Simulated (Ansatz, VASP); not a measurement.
# Al in VASP and in Ansatz

```
CELL_PARAMETERS angstrom
2.85663 0.00000 0.00000
-1.42831 2.47391 0.00000
0.00000 0.00000 14.12932
ATOMIC_POSITIONS crystal
Al 0.00000 0.00000 0.00000
Al 0.66667 0.33333 0.83329
Al 0.00000 0.00000 0.66662
Al 0.66667 0.33333 0.50000
Al 0.00000 0.00000 0.33338
Al 0.66667 0.33333 0.16671
```

Alike in both runs: functional PBE; k mesh 18 × 18 × 4; occupations gaussian, width 0.1 eV; no spin polarisation.

Ansatz relaxed the structure, and its values are those at the end. VASP's run is a single point on that final structure, the one shown.

|  | VASP | Ansatz |
| --- | --- | --- |
| version | VASP 6.6.1 | Ansatz 0.2.0 |
| potentials or method | VASP PAW PBE potentials, release 64 (Al), cutoff 520 eV | scalar-relativistic, plane waves, PAW |
| valence electrons in the cell | 18 | 18 |

```tsv
	VASP	Ansatz	Ansatz less VASP
gap on the k mesh at the Fermi level (eV)	none	none	-
pressure (GPa)	0.0	0.0	+0.03
```

A gap of «none» marks a metal or a gap that the smearing closes. With one functional, cell and mesh, what is left measures potentials, basis and numerics.
